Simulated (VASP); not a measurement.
# Te2Mo in VASP: single point with PBEsol

Aim: the single point of Te2Mo with PBEsol.

Program: VASP 6.6.1. These are calculated values, not measurements. Logs are shortened: lines on timing, memory, paths and dates and some standing lists are left out, and cuts for length are marked.

### 1 The cell of the first run

The cell holds a slab with vacuum, 6 atoms: a = 6.362 Å, b = 3.480 Å, c = 36.176 Å, α = 90.00°, β = 90.14°, γ = 90.00°.

### 2 Single point, PBEsol

The input, INCAR:

```
SYSTEM = Te2Mo
ALGO = Normal
EDIFF = 1E-6
ENCUT = 520
GGA = PS
ISIF = 2
ISMEAR = 1
LASPH = .TRUE.
LCHARG = .TRUE.
LELF = .TRUE.
LREAL = .FALSE.
LVHAR = .TRUE.
LWAVE = .FALSE.
NBANDS = 35
NELM = 80
PREC = Accurate
SIGMA = 0.05
```

The input, KPOINTS:

```
k-points
0
G
  4 7 1
  0 0 0
```

The input, POSCAR:

```
Te2Mo
1.0
    6.3616090000      0.0000000000      0.0000000000
    0.0000000000      3.4804030000      0.0000000000
   -0.0857410000      0.0000000000     36.1758900000
Te Mo
4 2
Direct
    0.0791520000      0.7500000000      0.4434730000
    0.9208480000      0.2500000000      0.5565270000
    0.5707490000      0.2500000000      0.4592960000
    0.4292510000      0.7500000000      0.5407040000
    0.8186520000      0.7500000000      0.5025350000
    0.1813480000      0.2500000000      0.4974650000
```

Potentials or basis: VASP PAW PBE potentials, release 64 (Te, Mo_sv).

Started as:

```bash
> cat potpaw_PBE.64/Te/POTCAR potpaw_PBE.64/Mo_sv/POTCAR > POTCAR
> mpirun -np 1 vasp_std > vasp.out
```

OUTCAR:

```text
SYSTEM = Te2Mo
   EDIFF = 1E-6
   ENCUT = 520
   GGA = PS
   ISIF = 2
   ISMEAR = 1
   LASPH = .TRUE.
   LREAL = .FALSE.
   NELM = 80
   PREC = Accurate

 ion  position               nearest neighbor table
   1  0.079  0.750  0.443-   6 2.69   6 2.69   5 2.71   3 3.62   3 3.62
   2  0.921  0.250  0.557-   5 2.69   5 2.69   6 2.71   4 3.62   4 3.62
   3  0.571  0.250  0.459-   5 2.82   5 2.82   6 2.84   4 3.54   4 3.54   1 3.62   1 3.62
   4  0.429  0.750  0.541-   6 2.82   6 2.82   5 2.84   3 3.54   3 3.54   2 3.62   2 3.62
   5  0.819  0.750  0.503-   2 2.69   2 2.69   1 2.71   3 2.82   3 2.82   4 2.84   6 2.90   6 2.90

   6  0.181  0.250  0.497-   1 2.69   1 2.69   2 2.71   4 2.82   4 2.82   3 2.84   5 2.90   5 2.90

  LATTYP: Found a simple monoclinic cell.
 ALAT       =     6.3616090000
 B/A-ratio  =     0.5470947680
 C/A-ratio  =     5.6866103541
 COS(beta)  =    -0.0023701078

  Lattice vectors:

 A1 = (   6.3616090000,   0.0000000000,   0.0000000000)
 A2 = (   0.0000000000,   3.4804030000,   0.0000000000)
 A3 = (  -0.0857410000,   0.0000000000,  36.1758900000)

Analysis of symmetry for initial positions (statically):
=====================================================================
 Subroutine PRICEL returns:
 Original cell was already a primitive cell.

 Routine SETGRP: Setting up the symmetry group for a
 simple monoclinic supercell.

 Subroutine GETGRP returns: Found  4 space group operations
 (whereof  2 operations were pure point group operations)
 out of a pool of  4 trial point group operations.

The static configuration has the point symmetry S_2 .
 The point group associated with its full space group is C_2h.

Analysis of symmetry for dynamics (positions and initial velocities):
=====================================================================
 Subroutine PRICEL returns:
 Original cell was already a primitive cell.

 Routine SETGRP: Setting up the symmetry group for a
 simple monoclinic supercell.

 Subroutine GETGRP returns: Found  4 space group operations
 (whereof  2 operations were pure point group operations)
 out of a pool of  4 trial point group operations.

The dynamic configuration has the point symmetry S_2 .
 The point group associated with its full space group is C_2h.

 Subroutine INISYM returns: Found  4 space group operations
 (whereof  2 operations are pure point group operations),
 and found     1 'primitive' translations

----------------------------------------------------------------------------------------

                                     Primitive cell

  volume of cell :     800.9690

  direct lattice vectors                    reciprocal lattice vectors
     6.361609000  0.000000000  0.000000000     0.157192937  0.000000000  0.000372565
     0.000000000  3.480403000  0.000000000     0.000000000  0.287323049  0.000000000
    -0.085741000  0.000000000 36.175890000     0.000000000  0.000000000  0.027642720

  length of vectors
     6.361609000  3.480403000 36.175991608     0.157193378  0.287323049  0.027642720

  position of ions in fractional coordinates (direct lattice)
     0.079152000  0.750000000  0.443473000
     0.920848000  0.250000000  0.556527000
     0.570749000  0.250000000  0.459296000
     0.429251000  0.750000000  0.540704000
     0.818652000  0.750000000  0.502535000
     0.181348000  0.250000000  0.497465000

  ion indices of the primitive-cell ions
   primitive index   ion index
                 1           1
                 2           2
                 3           3
                 4           4
                 5           5
                 6           6

----------------------------------------------------------------------------------------

 KPOINTS: k-points

Automatic generation of k-mesh.
 Grid dimensions read from file:
 generate k-points for:    4    7    1

 Generating k-lattice:

  Cartesian coordinates                     Fractional coordinates (reciprocal lattice)
     0.039298234  0.000000000  0.000093141     0.250000000  0.000000000  0.000000000
     0.000000000  0.041046150  0.000000000     0.000000000  0.142857143  0.000000000
     0.000000000  0.000000000  0.027642720     0.000000000  0.000000000  1.000000000

  Length of vectors
     0.039298345  0.041046150  0.027642720

  Shift w.r.t. Gamma in fractional coordinates (k-lattice)
     0.000000000  0.000000000  0.000000000

 Subroutine IBZKPT returns following result:
 ===========================================

 Found     12 irreducible k-points:

 Following reciprocal coordinates:
            Coordinates               Weight
  0.000000  0.000000  0.000000      1.000000
  0.250000  0.000000  0.000000      2.000000
  0.500000  0.000000  0.000000      1.000000
  0.000000  0.142857  0.000000      2.000000
  0.250000  0.142857  0.000000      4.000000
  0.500000  0.142857  0.000000      2.000000
  0.000000  0.285714  0.000000      2.000000
  0.250000  0.285714  0.000000      4.000000
  0.500000  0.285714  0.000000      2.000000
  0.000000  0.428571  0.000000      2.000000
  0.250000  0.428571  0.000000      4.000000
  0.500000  0.428571  0.000000      2.000000
   k-points           NKPTS =     12   k-points in BZ     NKDIM =     12   number of bands    NBANDS=     35
   number of dos      NEDOS =    301   number of ions     NIONS =      6
   total plane-waves  NPLWV = 362880
   dimension x,y,z NGX =    48 NGY =   28 NGZ =  270
   dimension x,y,z NGXF=    96 NGYF=   56 NGZF=  540
   ions per type =               4   2
   NGX,Y,Z   is equivalent  to a cutoff of  12.54, 13.37, 12.41 a.u.
   NGXF,Y,Z  is equivalent  to a cutoff of  25.09, 26.75, 24.82 a.u.
 SYSTEM =  Te2Mo
   PREC   = accura    normal or accurate (medium, high low for compatibility)
   ISTART =      0    job   : 0-new  1-cont  2-samecut
   ICHARG =      2    charge: 1-file 2-atom 10-const
   ISPIN  =      1    spin polarized calculation?
   LNONCOLLINEAR =      F non collinear calculations
   LSORBIT =      F    spin-orbit coupling
   LASPH  =      T    aspherical Exc in radial PAW
   ENCUT  =  520.0 eV  38.22 Ry    6.18 a.u.  11.83  6.47 67.26*2*pi/ulx,y,z
   NELM   =     80;   NELMIN=  2; NELMDL= -5     # of ELM steps
   EDIFF  = 0.1E-05   stopping-criterion for ELM
   LREAL  =      F    real-space projection
   EDIFFG = 0.1E-04   stopping-criterion for IOM
   NSW    =      0    number of steps for IOM
   IBRION =     -1    ionic relax: 0-MD 1-quasi-New 2-CG
   NFREE  =      0    steps in history (QN), initial steepest desc. (CG)
   ISIF   =      2    stress and relaxation
   ISYM   =      2    0-nonsym 1-usesym 2-fastsym
   POTIM  = 0.5000    time-step for ionic-motion
   TEBEG  =    0.0;   TEEND  =   0.0 temperature during run
   PSTRESS=    0.0 pullay stress
   NELECT =      52.0000    total number of electrons
   NUPDOWN=      -1.0000    fix difference up-down
   EMIN   =  10.00;   EMAX   =-10.00  energy-range for DOS
   EFERMI =   0.00;   METHOD = LEGACY
   ISMEAR =     1;   SIGMA  =   0.05  broadening in eV -4-tet -1-fermi 0-gaus
   EFERMI_NEDOS =   21; number of points for ismear=-14 and -15
   IALGO  =     38    algorithm
   IMIX   =      4    mixing-type and parameters
     AMIX     =   0.40;   BMIX     =  1.00
     AMIX_MAG =   1.60;   BMIX_MAG =  1.00
  volume/ion in A,a.u.               =     133.49       900.87
  Fermi-wavevector in a.u.,A,eV,Ry     =   0.657967  1.243377  5.890240  0.432920
  Thomas-Fermi vector in A             =   1.729641
   LORBIT       =      0    0 simple, 1 ext, 2 COOP (PROOUT), +10 PAW based schemes
   GGA     = PS    functional components
   LHFCALC =     F    Hartree Fock is set to
   AEXX    =    0.0000 exact exchange contribution
   IVDW    =     0    specifies the selected vdW correction
   LEPSILON=     F    determine dielectric tensor
   LRPA    =     F    only Hartree local field effects (RPA)
 non-spin polarized calculation
 Methfessel and Paxton  Order N= 1 SIGMA  =   0.05
  energy-cutoff  :      520.00
  volume of cell :      800.97
 maximum number of plane-waves:     21707
 NGX is ok and might be reduce to    48
   NGX = 23   NGY = 13   NGZ =135

 number of electron      51.9999996 magnetization

 Free energy of the ion-electron system (eV)
  ---------------------------------------------------
  ext. energy  EPLUGINS =         0.00000000
  ---------------------------------------------------
  free energy    TOTEN  =       -39.08815443 eV

  energy without entropy =      -39.08716675  energy(sigma->0) =      -39.08782520

 E-fermi :  -2.2959     XC(G=0):  -2.3123

 val. band max:       -2.2959478616   @ k =   0.0000   0.1429   0.0000
 cond. band min:      -2.1780996720   @ k =   0.5000   0.0000   0.0000
 fundamental gap:      0.1178481896
 Fermi energy:        -2.2958842470

 k-point     1 :       0.0000    0.0000    0.0000
  band No.  band energies     occupation
      1     -63.1996      2.00000
      2     -63.1417      2.00000
      3     -37.4711      2.00000
      4     -37.4225      2.00000
      5     -37.3632      2.00000
      6     -37.2586      2.00000
[... 27 lines left out ...]
     34       1.1484      0.00000
     35       1.7537      0.00000

 k-point     2 :       0.2500    0.0000    0.0000
  band No.  band energies     occupation
      1     -63.1995      2.00000
      2     -63.1418      2.00000
      3     -37.4675      2.00000
      4     -37.4221      2.00000
      5     -37.3634      2.00000
      6     -37.2590      2.00000
[... 27 lines left out ...]
     34       1.3196      0.00000
     35       1.9399      0.00000

 k-point     3 :       0.5000    0.0000    0.0000
  band No.  band energies     occupation
      1     -63.1994      2.00000
      2     -63.1419      2.00000
      3     -37.4637      2.00000
      4     -37.4218      2.00000
      5     -37.3637      2.00000
      6     -37.2594      2.00000
[... 27 lines left out ...]
     34       1.4128      0.00000
     35       2.3166      0.00000
[... 267 lines left out ...]
 k-point    11 :       0.2500    0.4286    0.0000
  band No.  band energies     occupation
      1     -63.1717      2.00000
      2     -63.1588      2.00000
      3     -37.5279      2.00000
      4     -37.5219      2.00000
      5     -37.3214      2.00000
      6     -37.3107      2.00000
[... 27 lines left out ...]
     34       1.1925      0.00000
     35       2.7249      0.00000

 k-point    12 :       0.5000    0.4286    0.0000
  band No.  band energies     occupation
      1     -63.1716      2.00000
      2     -63.1588      2.00000
      3     -37.5294      2.00000
      4     -37.5233      2.00000
      5     -37.3211      2.00000
      6     -37.3100      2.00000
[... 27 lines left out ...]
     34       1.0417      0.00000
     35       2.1749      0.00000

------------------------ aborting loop because EDIFF is reached ----------------------------------------

  FORCE on cell =-STRESS in cart. coord.  units (eV):
  Direction    XX          YY          ZZ          XY          YZ          ZX
  --------------------------------------------------------------------------------------
  -------------------------------------------------------------------------------------
  Total       -3.0603460     -3.4177964     -1.3912989      0.0000000      0.0000000      0.0543075
  in kB       -6.1216061     -6.8366136     -2.7830133      0.0000000      0.0000000      0.1086312
  external PRESSURE =      -5.2470777 kB  Pullay stress =       0.0000000 kB

 VOLUME and BASIS-vectors are now :
 -----------------------------------------------------------------------------
  energy-cutoff  :      520.00
  volume of cell :      800.97
      direct lattice vectors                 reciprocal lattice vectors
     6.361609000  0.000000000  0.000000000     0.157192937  0.000000000  0.000372565
     0.000000000  3.480403000  0.000000000     0.000000000  0.287323049  0.000000000
    -0.085741000  0.000000000 36.175890000     0.000000000  0.000000000  0.027642720

 POSITION                                       TOTAL-FORCE (eV/Angst)
 -----------------------------------------------------------------------------------
      0.46551      2.61030     16.04303         0.016090      0.000000      0.180600
      5.81036      0.87010     20.13286        -0.016090      0.000000     -0.180600
      3.59150      0.87010     16.61544        -0.038397     -0.000000      0.214652
      2.68437      2.61030     19.56045         0.038397      0.000000     -0.214652
      5.16486      2.61030     18.17965         0.037467      0.000000      0.013504
      1.11101      0.87010     17.99624        -0.037467     -0.000000     -0.013504
 -----------------------------------------------------------------------------------
    total drift:                               -0.000000     -0.000000     -0.000000

  FREE ENERGIE OF THE ION-ELECTRON SYSTEM (eV)
  ---------------------------------------------------
  free  energy   TOTEN  =       -39.0881544262 eV

  energy  without entropy=      -39.0871667465  energy(sigma->0) =      -39.08782520
```

Run time: 18 min. Hardware: 1 thread of Oxide Virtual Turin-like, shared host; peak memory 0.86 GiB.

Results:

| Item | Value |
| --- | --- |
| Free energy | -39.0882 eV |
| Largest force | 0.218 eV/Å |
| Band gap on the k mesh | zero (band 26 reaches -2.10 eV, above the bottom of band 27 at -2.30 eV) |

Forces in eV/Å, atoms in the order of the input:
```
Te   0.016  0.000  0.181
Te  -0.016  0.000 -0.181
Te  -0.038  0.000  0.215
Te   0.038  0.000 -0.215
Mo   0.037  0.000  0.014
Mo  -0.037  0.000 -0.014
```

Caveat: the PAW data sets were made with another functional, which shifts forces and pressure a little; spin-orbit coupling is left out, which moves the levels of the heavy elements.
